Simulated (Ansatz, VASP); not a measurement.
# Two plane-wave programs on Ge

```
Ge
1.0
     2.03629    1.17565    9.99145
    -2.03629    1.17565    9.99145
     0.00000   -2.35130    9.99145
Ge
6
Cartesian
  0.0000 0.0000 7.0685
  0.0000 0.0000 13.7434
  0.0000 0.0000 20.3985
  0.0000 0.0000 9.5759
  0.0000 0.0000 22.9058
  0.0000 0.0000 16.2309
```

Alike in both runs: functional PBE; k mesh 6 × 6 × 6; occupations gaussian, width 0.1 eV; no spin polarisation.

Ansatz relaxed the structure, and its values are those at the end. VASP's run is a single point on that final structure, the one shown.

|  | VASP | Ansatz |
| --- | --- | --- |
| version | VASP 6.6.1 | Ansatz 0.2.0 |
| potentials or method | VASP PAW PBE potentials, release 64 (Ge_d), cutoff 520 eV | scalar-relativistic, plane waves, PAW |
| valence electrons in the cell | 84 | 84 |

|  | VASP | Ansatz | Ansatz less VASP |
| --- | --- | --- | --- |
| gap on the k mesh at the Fermi level (eV) | none | none | - |
| pressure (GPa) | -0.1 | 0.0 | +0.04 |
| rms of the force components (eV/Å) | 0.005 | 0.005 | +0.0002 |

A gap of «none» marks a metal or a gap that the smearing closes.
